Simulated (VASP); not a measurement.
A run of VASP 6.6.1 is set up as follows.

INCAR

```
SYSTEM = BN
PREC = Accurate ; ENCUT = 600
EDIFF = 1E-6 ; ISMEAR = 0
SIGMA = 0.01 ; LREAL = .FALSE.
LASPH = .TRUE. ; NELM = 120
ALGO = Normal ; ISIF = 2
LWAVE = .FALSE. ; LCHARG = .FALSE.
GGA = PS ; NBANDS = 26
GGA_COMPAT = .FALSE.
```

File KPOINTS:

```
Automatic mesh
0
G
  4 8 6
  0 0 0
```

The input POSCAR:

```
BN
1.0
    4.8800890000      0.0000000000      0.0000000000
    0.0000000000      2.5914640000      0.0000000000
    0.0000000000      0.0000000000      4.2920490000
B N
4 4
Direct
    0.6595870000      0.7500000000      0.0929040000
    0.1595870000      0.7500000000      0.4070960000
    0.3404130000      0.2500000000      0.9070960000
    0.8404130000      0.2500000000      0.5929040000
    0.8211300000      0.7500000000      0.3935140000
    0.1788700000      0.2500000000      0.6064860000
    0.3211300000      0.7500000000      0.1064860000
    0.6788700000      0.2500000000      0.8935140000
```

Potentials or basis: VASP PAW PBE potentials, release 64 (B, N).

Command:

```console
$ cat potpaw_PBE.64/B/POTCAR potpaw_PBE.64/N/POTCAR > POTCAR
$ mpirun -np 1 vasp_std > vasp.out
```

(1) Predict the band gap on the k mesh.

(2) What does it give for the largest force?

(3) What does it give for the pressure?

## Answers

(1) 5.62 eV (least direct gap 6.09 eV).

(2) 0.061 eV/Å.

(3) -4.6 GPa.

Caveat: the cell stands under tension; the PAW data sets were made with another functional, which shifts forces and pressure a little.
